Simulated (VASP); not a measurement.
Here is a VASP 6.6.1 calculation.

Contents of INCAR:

```
PREC = Accurate
ENCUT = 520
EDIFF = 1E-6
ISMEAR = -1
SIGMA = 0.06122561905347299
LREAL = F
LASPH = T
NELM = 60
ALGO = Normal
ISIF = 2
LWAVE = F
LCHARG = T
GGA = PE
LELF = T
LVHAR = T
NBANDS = 16
```

KPOINTS

```
Automatic mesh
0
Gamma
  22 22 22
```

Contents of POSCAR:

```
CuO
1.0
    0.0000000000      2.1075998851      2.1075998851
    2.1075998851      0.0000000000      2.1075998851
    2.1075998851      2.1075998851      0.0000000000
Cu O
1 1
Direct
    0.0000000000      0.0000000000      0.0000000000
    0.5000000000      0.5000000000      0.5000000000
```

Potentials or basis: VASP PAW PBE potentials, release 64 (Cu, O).

The run is started by

```console
$ cat potpaw_PBE.64/Cu/POTCAR potpaw_PBE.64/O/POTCAR > POTCAR
$ mpirun -np 1 vasp_std > vasp.out
```

**Question.** Predict the pressure.

**Answer.** 4.2 GPa.

Caveat: an odd number of electrons without spin polarisation forces a metal; a magnetic or distorted state may lie lower.
